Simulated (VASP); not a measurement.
Wanted: the native input for a VASP 6.6.1 run.

```
Task                   : single point
Functional             : r2SCAN
Potentials or basis    : VASP PAW PBE potentials, release 64 (Al, Au)
Cutoff                 : 520 eV
k mesh                 : 5 × 5 × 5
Occupations            : methfessel-paxton, width 0.1 eV
Spin                   : no spin polarisation
Dipole correction      : no
Further INCAR settings : ALGO = Normal; EDIFF = 1e-07; NBANDS = 14
```

Crystal: AlAu.

```
CELL_PARAMETERS angstrom
3.22394 0.00000 0.00000
0.00000 3.22394 0.00000
0.00000 0.00000 3.22394
ATOMIC_POSITIONS crystal
Al 0.99950 0.00229 0.99465
Au 0.49967 0.50232 0.49482
```

These files were run (other wordings do the same):

POSCAR

```
AlAu
1.0
    3.2239420000      0.0000000000      0.0000000000
    0.0000000000      3.2239420000      0.0000000000
    0.0000000000      0.0000000000      3.2239420000
Al Au
1 1
Direct
   -0.0004957226      0.0022889563     -0.0053497737
    0.4996703774      0.5023228637      0.4948202038
```

INCAR.step1

```
SYSTEM = AlAu
  PREC = Accurate
  ENCUT = 520
  ISMEAR = 1
  SIGMA = 0.1
  LREAL = .False.
  LASPH = .True.
  NELM = 100
  NBANDS = 14
  GGA = PE
  ALGO = Normal
  EDIFF = 1E-4
  LWAVE = .True.
  LCHARG = .False.
```

INCAR.step2

```
SYSTEM = AlAu
  PREC = Accurate
  ENCUT = 520
  EDIFF = 1E-7
  ISMEAR = 1
  SIGMA = 0.1
  LREAL = .False.
  LASPH = .True.
  NELM = 100
  ALGO = Normal
  ISIF = 2
  LWAVE = .False.
  LCHARG = .False.
  METAGGA = R2SCAN
  LMIXTAU = .True.
  NBANDS = 14
  ISTART = 1
```

KPOINTS

```
Automatic mesh
0
Gamma
  5 5 5
  0 0 0
```

Potentials or basis: VASP PAW PBE potentials, release 64 (Al, Au).

Run with:

```bash
$ cat potpaw_PBE.64/Al/POTCAR potpaw_PBE.64/Au/POTCAR > POTCAR
$ cp INCAR.step1 INCAR
$ mpirun -np 1 vasp_std > vasp.out
$ cp INCAR.step2 INCAR
$ mpirun -np 1 vasp_std > vasp.out
```

It gave:

```yaml
Pressure: -2.9 GPa
Band_gap_on_the_k_mesh: zero (band 7 reaches 12.54 eV, above the bottom of band 8 at 9.12 eV)
```

Caveat: the k points lie up to 0.39 Å⁻¹ apart; the PAW data sets were made with another functional, which shifts forces and pressure a little; spin-orbit coupling is left out, which moves the levels of the heavy elements.

Wall time 74 s on 1 thread of Intel Xeon 6975P-C (shared host), peak memory 0.15 GiB.
